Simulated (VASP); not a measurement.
Input of a VASP 6.6.1 run:

File INCAR:

```
PREC = Accurate ; ENCUT = 520
EDIFF = 1E-7 ; ISMEAR = -1
SIGMA = 0.05 ; LREAL = F
LASPH = T ; NELM = 150
ALGO = Normal ; ISIF = 2
LWAVE = F ; LCHARG = T
ISPIN = 2 ; MAGMOM = 1.754
LORBIT = 11 ; LMAXMIX = 4
GGA = PS ; LELF = T
LVHAR = T ; NBANDS = 14
```

Contents of KPOINTS:

```
Automatic mesh
0
Gamma
  15 15 15
```

POSCAR

```
Co
1.0
    2.2645618935      0.0000000000      0.0000000000
    0.0000000000      2.2645618935      0.0000000000
    0.0000000000      0.0000000000      2.2645618935
Co
1
Direct
    0.0000000000      0.0000000000      0.0000000000
```

Potentials or basis: VASP PAW PBE potentials, release 64 (Co).

Launch:

```console
$ cat potpaw_PBE.64/Co/POTCAR > POTCAR
$ mpirun -np 1 vasp_std > vasp.out
```

Question: Predict the net moment.

Answer: 1.67 μB per cell.

Question: Estimate the pressure.

Answer: 5.7 GPa.

Question: Estimate the site moments.

Answer: Co +1.66 μB.

Caveat: the PAW data sets were made with another functional, which shifts forces and pressure a little.
